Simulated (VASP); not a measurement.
# Mg2B3 (Pm-3m) in VASP: notebook

Runs on Mg2B3. Level: PBE. Tasks: single point, relaxation of cell and atoms.

Everything below comes from runs of VASP 6.6.1. Logs are shortened: lines on timing, memory, paths and dates and some standing lists are left out, and cuts for length are marked.

**1. The cell of the first run**

The structure is cubic, space group Pm-3m (No. 221). The conventional cell has a = 4.292 Å, b = 4.292 Å, c = 4.292 Å, α = 90.00°, β = 90.00°, γ = 90.00°. Within 2.8 Å of Mg (site symmetry m-3m) lie 6 B at 2.15 Å. Within 4.0 Å of Mg (site symmetry m-3m) lie 12 B at 3.03 Å and 8 Mg at 3.72 Å. B (site symmetry 4/mmm) has 2 Mg at 2.15 Å within 2.8 Å.

The cell was generated, and may not be a known phase.

**2. Single point, PBE**

The input, INCAR:

```
SYSTEM = Mg2B3
PREC = Accurate
ENCUT = 520
EDIFF = 1E-6
ISMEAR = 0
SIGMA = 0.1
LREAL = .False.
LASPH = .True.
NELM = 60
ALGO = Normal
ISIF = 2
LWAVE = .False.
LCHARG = .False.
GGA = PE
NBANDS = 14
```

The input, KPOINTS:

```
Automatic mesh
0
Gamma
  10 10 10
  0 0 0
```

The input, POSCAR:

```
Mg2B3
1.0
    4.2916878291      0.0000000000      0.0000000000
    0.0000000000      4.2916878291      0.0000000000
    0.0000000000      0.0000000000      4.2916878291
Mg B
2 3
Direct
    0.5000000000      0.5000000000      0.5000000000
    0.0000000000      0.0000000000      0.0000000000
    0.0000000000      0.5000000000      0.5000000000
    0.5000000000      0.0000000000      0.5000000000
    0.5000000000      0.5000000000      0.0000000000
```

Potentials or basis: VASP PAW PBE potentials, release 64 (Mg, B).

On the command line:

```bash
$ cat potpaw_PBE.64/Mg/POTCAR potpaw_PBE.64/B/POTCAR > POTCAR
$ mpirun -np 1 vasp_std > vasp.out
```

OUTCAR:

```text
SYSTEM = Mg2B3
   PREC = Accurate
   ENCUT = 520
   EDIFF = 1E-6
   ISMEAR = 0
   LREAL = .False.
   LASPH = .True.
   NELM = 60
   ISIF = 2
   GGA = PE

 ion  position               nearest neighbor table
   1  0.500  0.500  0.500-   3 2.15   4 2.15   5 2.15   5 2.15   4 2.15   3 2.15
   2  0.000  0.000  0.000-
   3  0.000  0.500  0.500-   1 2.15   1 2.15
   4  0.500  0.000  0.500-   1 2.15   1 2.15
   5  0.500  0.500  0.000-   1 2.15   1 2.15

  LATTYP: Found a simple cubic cell.
 ALAT       =     4.2916878291

  Lattice vectors:

 A1 = (   4.2916878291,   0.0000000000,   0.0000000000)
 A2 = (   0.0000000000,   4.2916878291,   0.0000000000)
 A3 = (   0.0000000000,   0.0000000000,   4.2916878291)

Analysis of symmetry for initial positions (statically):
=====================================================================
 Subroutine PRICEL returns:
 Original cell was already a primitive cell.

 Routine SETGRP: Setting up the symmetry group for a
 simple cubic supercell.

 Subroutine GETGRP returns: Found 48 space group operations
 (whereof 48 operations were pure point group operations)
 out of a pool of 48 trial point group operations.

The static configuration has the point symmetry O_h .

Analysis of symmetry for dynamics (positions and initial velocities):
=====================================================================
 Subroutine PRICEL returns:
 Original cell was already a primitive cell.

 Routine SETGRP: Setting up the symmetry group for a
 simple cubic supercell.

 Subroutine GETGRP returns: Found 48 space group operations
 (whereof 48 operations were pure point group operations)
 out of a pool of 48 trial point group operations.

The dynamic configuration has the point symmetry O_h .

 Subroutine INISYM returns: Found 48 space group operations
 (whereof 48 operations are pure point group operations),
 and found     1 'primitive' translations

----------------------------------------------------------------------------------------

                                     Primitive cell

  volume of cell :      79.0468

  direct lattice vectors                    reciprocal lattice vectors
     4.291687829  0.000000000  0.000000000     0.233008560  0.000000000  0.000000000
     0.000000000  4.291687829  0.000000000     0.000000000  0.233008560  0.000000000
     0.000000000  0.000000000  4.291687829     0.000000000  0.000000000  0.233008560

  length of vectors
     4.291687829  4.291687829  4.291687829     0.233008560  0.233008560  0.233008560

  position of ions in fractional coordinates (direct lattice)
     0.500000000  0.500000000  0.500000000
     0.000000000  0.000000000  0.000000000
     0.000000000  0.500000000  0.500000000
     0.500000000  0.000000000  0.500000000
     0.500000000  0.500000000  0.000000000

  ion indices of the primitive-cell ions
   primitive index   ion index
                 1           1
                 2           2
                 3           3
                 4           4
                 5           5

----------------------------------------------------------------------------------------

 KPOINTS: Automatic mesh

Automatic generation of k-mesh.
 Grid dimensions read from file:
 generate k-points for:   10   10   10

 Generating k-lattice:

  Cartesian coordinates                     Fractional coordinates (reciprocal lattice)
     0.023300856  0.000000000  0.000000000     0.100000000  0.000000000  0.000000000
     0.000000000  0.023300856  0.000000000     0.000000000  0.100000000  0.000000000
     0.000000000  0.000000000  0.023300856     0.000000000  0.000000000  0.100000000

  Length of vectors
     0.023300856  0.023300856  0.023300856

  Shift w.r.t. Gamma in fractional coordinates (k-lattice)
     0.000000000  0.000000000  0.000000000

 Subroutine IBZKPT returns following result:
 ===========================================

 Found     56 irreducible k-points:

 Following reciprocal coordinates:
            Coordinates               Weight
  0.000000  0.000000  0.000000      1.000000
  0.100000  0.000000  0.000000      6.000000
  0.200000  0.000000  0.000000      6.000000
  0.300000  0.000000  0.000000      6.000000
  0.400000  0.000000  0.000000      6.000000
  0.500000  0.000000  0.000000      3.000000
[... 16 lines left out ...]
  0.200000  0.100000  0.100000     24.000000
  0.300000  0.100000  0.100000     24.000000
 [... further k-points ...]
   k-points           NKPTS =     56   k-points in BZ     NKDIM =     56   number of bands    NBANDS=     14
   number of dos      NEDOS =    301   number of ions     NIONS =      5
   total plane-waves  NPLWV =  32768
   dimension x,y,z NGX =    32 NGY =   32 NGZ =   32
   dimension x,y,z NGXF=    64 NGYF=   64 NGZF=   64
   ions per type =               2   3
   NGX,Y,Z   is equivalent  to a cutoff of  12.40, 12.40, 12.40 a.u.
   NGXF,Y,Z  is equivalent  to a cutoff of  24.79, 24.79, 24.79 a.u.
 SYSTEM =  Mg2B3
   PREC   = accura    normal or accurate (medium, high low for compatibility)
   ISTART =      0    job   : 0-new  1-cont  2-samecut
   ICHARG =      2    charge: 1-file 2-atom 10-const
   ISPIN  =      1    spin polarized calculation?
   LNONCOLLINEAR =      F non collinear calculations
   LSORBIT =      F    spin-orbit coupling
   LASPH  =      T    aspherical Exc in radial PAW
   ENCUT  =  520.0 eV  38.22 Ry    6.18 a.u.   7.98  7.98  7.98*2*pi/ulx,y,z
   NELM   =     60;   NELMIN=  2; NELMDL= -5     # of ELM steps
   EDIFF  = 0.1E-05   stopping-criterion for ELM
   LREAL  =      F    real-space projection
   EDIFFG = 0.1E-04   stopping-criterion for IOM
   NSW    =      0    number of steps for IOM
   IBRION =     -1    ionic relax: 0-MD 1-quasi-New 2-CG
   NFREE  =      0    steps in history (QN), initial steepest desc. (CG)
   ISIF   =      2    stress and relaxation
   ISYM   =      2    0-nonsym 1-usesym 2-fastsym
   POTIM  = 0.5000    time-step for ionic-motion
   TEBEG  =    0.0;   TEEND  =   0.0 temperature during run
   PSTRESS=    0.0 pullay stress
   NELECT =      13.0000    total number of electrons
   NUPDOWN=      -1.0000    fix difference up-down
   EMIN   =  10.00;   EMAX   =-10.00  energy-range for DOS
   EFERMI =   0.00;   METHOD = LEGACY
   ISMEAR =     0;   SIGMA  =   0.10  broadening in eV -4-tet -1-fermi 0-gaus
   EFERMI_NEDOS =   21; number of points for ismear=-14 and -15
   IALGO  =     38    algorithm
   IMIX   =      4    mixing-type and parameters
     AMIX     =   0.40;   BMIX     =  1.00
     AMIX_MAG =   1.60;   BMIX_MAG =  1.00
  volume/ion in A,a.u.               =      15.81       106.69
  Fermi-wavevector in a.u.,A,eV,Ry     =   0.896935  1.694962 10.945793  0.804493
  Thomas-Fermi vector in A             =   2.019456
   LORBIT       =      0    0 simple, 1 ext, 2 COOP (PROOUT), +10 PAW based schemes
   GGA     = PE    functional components
   LHFCALC =     F    Hartree Fock is set to
   AEXX    =    0.0000 exact exchange contribution
   IVDW    =     0    specifies the selected vdW correction
   LEPSILON=     F    determine dielectric tensor
   LRPA    =     F    only Hartree local field effects (RPA)
 non-spin polarized calculation
 Gauss-broadening in eV      SIGMA  =   0.10
  energy-cutoff  :      520.00
  volume of cell :       79.05
 maximum number of plane-waves:      2176
 NGX is ok and might be reduce to    32
   NGX = 15   NGY = 15   NGZ = 15

 number of electron      12.9999999 magnetization

 Free energy of the ion-electron system (eV)
  ---------------------------------------------------
  ext. energy  EPLUGINS =         0.00000000
  ---------------------------------------------------
  free energy    TOTEN  =       -13.50918923 eV

  energy without entropy =      -13.50075294  energy(sigma->0) =      -13.50497109

 E-fermi :   2.2993     XC(G=0):  -9.2100

 val. band max:        2.2920798468   @ k =   0.3000   0.2000   0.1000
 cond. band min:       2.3224547559   @ k =   0.5000   0.4000   0.1000
 fundamental gap:      0.0303749090
 Fermi energy:         2.2993296425

 k-point     1 :       0.0000    0.0000    0.0000
  band No.  band energies     occupation
      1      -7.0532      2.00000
      2      -1.4340      2.00000
      3      -1.4340      2.00000
      4      -0.1573      2.00000
      5      -0.1573      2.00000
      6      -0.1573      2.00000
      7       3.8728      0.00000
      8       4.6887      0.00000
      9       4.6887      0.00000
     10       4.6887      0.00000
     11       5.3953      0.00000
     12       5.3953      0.00000
     13       5.3953      0.00000
     14      10.1113      0.00000

 k-point     2 :       0.1000    0.0000    0.0000
  band No.  band energies     occupation
      1      -6.9866      2.00000
      2      -1.9277      2.00000
      3      -1.4051      2.00000
      4      -0.0987      2.00000
      5      -0.0987      2.00000
      6       0.2504      2.00000
      7       4.0392      0.00000
      8       4.5115      0.00000
      9       4.5382      0.00000
     10       4.5382      0.00000
     11       5.2929      0.00000
     12       5.3061      0.00000
     13       5.3061      0.00000
     14      10.1193      0.00000
[... 343 lines left out ...]
      1      -6.6568      2.00000
      2      -2.7183      2.00000
      3      -1.8875      2.00000
      4      -0.4337      2.00000
      5       0.7900      2.00000
      6       1.3618      2.00000
      7       3.2400      0.00000
      8       3.4048      0.00000
      9       4.1295      0.00000
     10       4.8113      0.00000
     11       5.1588      0.00000
     12       5.3567      0.00000
     13       5.5512      0.00000
     14       9.7067      0.00000

 k-point    24 :       0.3000    0.1000    0.1000
  band No.  band energies     occupation
      1      -6.3408      2.00000
      2      -3.5261      2.00000
      3      -1.7354      2.00000
      4      -0.1861      2.00000
      5       0.9851      2.00000
      6       1.8602      2.00000
      7       2.5566      0.00027
      8       2.8211      0.00000
      9       4.2119      0.00000
     10       4.5409      0.00000
     11       4.8381      0.00000
     12       5.3738      0.00000
     13       6.2606      0.00000
     14       9.1716      0.00000

 [... further k-points ...]

------------------------ aborting loop because EDIFF is reached ----------------------------------------

  FORCE on cell =-STRESS in cart. coord.  units (eV):
  Direction    XX          YY          ZZ          XY          YZ          ZX
  --------------------------------------------------------------------------------------
  -------------------------------------------------------------------------------------
  Total        0.0449267      0.0449267      0.0449267     -0.0000000     -0.0000000     -0.0000000
  in kB        0.9106063      0.9106063      0.9106063     -0.0000000     -0.0000000     -0.0000000
  external PRESSURE =       0.9106063 kB  Pullay stress =       0.0000000 kB

 VOLUME and BASIS-vectors are now :
 -----------------------------------------------------------------------------
  energy-cutoff  :      520.00
  volume of cell :       79.05
      direct lattice vectors                 reciprocal lattice vectors
     4.291687829  0.000000000  0.000000000     0.233008560  0.000000000  0.000000000
     0.000000000  4.291687829  0.000000000     0.000000000  0.233008560  0.000000000
     0.000000000  0.000000000  4.291687829     0.000000000  0.000000000  0.233008560

 POSITION                                       TOTAL-FORCE (eV/Angst)
 -----------------------------------------------------------------------------------
      2.14584      2.14584      2.14584         0.000000      0.000000      0.000000
      0.00000      0.00000      0.00000         0.000000      0.000000      0.000000
      0.00000      2.14584      2.14584         0.000000      0.000000      0.000000
      2.14584      0.00000      2.14584         0.000000      0.000000      0.000000
      2.14584      2.14584      0.00000         0.000000      0.000000      0.000000
 -----------------------------------------------------------------------------------
    total drift:                                0.000000     -0.000000     -0.000000

  FREE ENERGIE OF THE ION-ELECTRON SYSTEM (eV)
  ---------------------------------------------------
  free  energy   TOTEN  =       -13.5091892286 eV

  energy  without entropy=      -13.5007529444  energy(sigma->0) =      -13.50497109
```

It took 27 s on 1 thread of Intel Xeon Platinum 8488C (Sapphire Rapids), shared host; peak memory 0.2 GiB.

What came out:

```yaml
Free_energy: -13.5092 eV
Pressure: 0.1 GPa
Band_gap_on_the_k_mesh: zero (an odd number of electrons rules out a gap without spin polarisation)
```

Levels at points of the mesh, in eV from the Fermi level:
```
           k point  band 3  band 4  band 5  band 6  band 7  band 8  band 9  band 10
(0.00, 0.00, 0.00)   -3.73   -2.46   -2.46   -2.46    1.57    2.39    2.39     2.39
(0.50, 0.00, 0.00)   -3.39   -1.51   -1.51    0.19    0.24    0.24    0.56     0.88
(0.50, 0.50, 0.00)   -6.21   -3.56   -0.72   -0.40    0.69    0.69    1.07     1.07
(0.50, 0.50, 0.50)   -5.52   -4.46   -2.72   -2.72   -2.72    0.46    2.75     2.75
```

(Continued in part 2 of 2.)

The gap in the log of VASP goes by the Fermi energy; the results here count the filled bands.